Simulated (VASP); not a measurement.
Set up this calculation in VASP 6.6.1, as the native input.

```
Task                   : single point
Functional             : PBEsol
Potentials or basis    : VASP PAW PBE potentials, release 64 (Ba_sv)
Cutoff                 : 520 eV
k mesh                 : 16 × 16 × 16
Occupations            : gaussian, width 0.15 eV
Spin                   : no spin polarisation
Dipole correction      : no
Further INCAR settings : ALGO = Fast; EDIFF = 1e-06; NBANDS = 11
```

The structure of Ba lies in POSCAR:

```
Ba
1.0
   -2.4596703670      2.4596703670      2.5826538854
    2.4596703670     -2.4596703670      2.5826538854
    2.4596703670      2.4596703670     -2.5826538854
Ba
1
Direct
    0.0000000000      0.0000000000      0.0000000000
```

This cell differs from its parent crystal: ratio of the length along z to the lengths across it x 1.05, volume and fractional coordinates fixed.

These files were run (other wordings do the same):

INCAR

```
SYSTEM = Ba
PREC = Accurate ; ENCUT = 520
EDIFF = 1E-6 ; ISMEAR = 0
SIGMA = 0.15 ; LREAL = .False.
LASPH = .True. ; NELM = 60
ALGO = Fast ; ISIF = 2
LWAVE = .False. ; LCHARG = .False.
GGA = PS ; NBANDS = 11
```

KPOINTS

```
Automatic mesh
0
Gamma
  16 16 16
  0 0 0
```

Potentials or basis: VASP PAW PBE potentials, release 64 (Ba_sv).

Run with:

```bash
$ cat potpaw_PBE.64/Ba_sv/POTCAR > POTCAR
$ mpirun -np 1 vasp_std > vasp.out
```

It gave:

```
Pressure               : -0.5 GPa
Band gap on the k mesh : zero (band 5 reaches 2.00 eV, above the bottom of band 6 at 1.06 eV)
```

Caveat: the PAW data sets were made with another functional, which shifts forces and pressure a little; spin-orbit coupling is left out, which moves the levels of the heavy elements.

It took 91 s on 1 thread of Intel(R) Xeon(R) Platinum 8259CL CPU @ 2.50GHz (Skylake/Cascade Lake), on a shared host, peak memory 0.36 GiB.
